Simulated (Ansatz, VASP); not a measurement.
One calculation of Ga, two programs

The input INCAR:

```
SYSTEM = Ga
PREC     = Accurate       ! precision mode
ENCUT    = 520            ! plane-wave cutoff, eV
EDIFF    = 1E-6           ! SCF threshold, eV
ISMEAR   = -1             ! smearing method
SIGMA    = 0.05           ! smearing width, eV
LREAL    = .False.        ! projectors in reciprocal space
LASPH    = .True.         ! aspherical terms in the spheres
NELM     = 80             ! most SCF steps
ALGO     = Fast           ! electronic algorithm
ISIF     = 2              ! what is computed and relaxed
LWAVE    = .False.        ! write WAVECAR
LCHARG   = .False.        ! write CHGCAR
GGA      = CA             ! functional
NBANDS   = 20             ! bands
```

Contents of KPOINTS:

```
regular mesh
0
Gamma
  10 8 7
  0 0 0
```

Contents of POSCAR:

```
Ga
1.0
    2.7968227674      0.0000000000      0.0000000000
    0.0000000000      3.3033419319      0.0000000000
   -1.3523282526      0.0000000000      4.0166995966
Ga
2
Direct
    0.1345962700      0.7500000000      0.7701668300
    0.8654037300      0.2500000000      0.2298331700
```

input.yaml

```yaml
crystal:
  lattice:
    - [2.7968227674, 0.0, 0.0]
    - [0.0, 3.3033419319, 0.0]
    - [-1.3523282526, 0.0, 4.0166995966]
  atoms:
    - { symbol: Ga, position: [0.13459627, 0.75, 0.77016683] }
    - { symbol: Ga, position: [0.86540373, 0.25, 0.22983317] }
hamiltonian:
  xc: lda
  pseudopotentials: { kind: paw }
kpoints:
  mp_grid: { grid: [10, 8, 7] }
scf:
  occupations: { method: fermi_dirac, width: 0.05 }
output:
  forces: true
  stress: true
  eigenvalues: true
  write_density: true
  write_potential: true
  elf: true
  volumetric_format: npy
```

Alike in both runs: task single point; functional LDA; k mesh 10 × 8 × 7; occupations fermi-dirac, width 0.05 eV; no spin polarisation.

|  | VASP | Ansatz |
| --- | --- | --- |
| version | VASP 6.6.1 | Ansatz 0.2.0 |
| potentials or method | VASP PAW LDA potentials, release 64 (Ga_d) | Ansatz PAW |
| plane-wave cutoff (eV) | 520 | 420 |
| valence electrons in the cell | 26 | 26 |

```csv
,VASP,Ansatz,Ansatz less VASP
gap on the k mesh at the Fermi level (eV),none,none,-
pressure (GPa),-3.7,-3.8,-0.10
"traceless stress, the component that is largest in VASP (GPa)",-0.92,-0.92,+0.004
rms of the force components (eV/Å),0.033,0.033,0.0000
```

LDA's correlation is that of Perdew and Zunger in VASP and of Perdew and Wang (1992) in Ansatz. Atom by atom the forces differ by 0.000 eV/Å (rms over components). A gap of «none» marks a metal or a gap that the smearing closes.
